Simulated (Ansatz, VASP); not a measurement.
# Te: VASP beside Ansatz

```
CELL_PARAMETERS angstrom
3.87056 -2.17647 0.00000
3.87056 2.17647 0.00000
-0.09553 0.00000 6.05473
ATOMIC_POSITIONS crystal
Te 0.00000 0.00000 0.00000
Te 0.30945 0.30945 0.33881
Te 0.69055 0.69055 0.66119
```

Alike in both runs: task single point; functional PBEsol; k mesh 7 × 7 × 5; occupations fermi-dirac, width 0.05 eV; no spin polarisation.

|  | VASP | Ansatz |
| --- | --- | --- |
| version | VASP 6.6.1 | Ansatz 0.2.0 |
| potentials or method | VASP PAW PBE potentials, release 64 (Te) | Ansatz PAW |
| plane-wave cutoff (eV) | 520 | 420 |
| valence electrons in the cell | 18 | 48 |

Ansatz gave:

* pressure (GPa): -3.6
* traceless stress, the component that is largest in VASP (GPa): -0.56
* rms of the force components (eV/Å): 0.008

Question: What did VASP give for the same quantities?

Answer: Pressure (GPa): -3.5; traceless stress, the component that is largest in VASP (GPa): -0.54; rms of the force components (eV/Å): 0.005.

VASP's potentials were made for PBE, not for PBEsol. Atom by atom the forces differ by 0.003 eV/Å (rms over components). With one functional, cell and mesh, what is left measures potentials, basis and numerics. VASP's potentials hold 18 valence electrons a cell and Ansatz's 48, so a difference there can come from the potentials and not from the codes.

Spin-orbit coupling is off throughout.
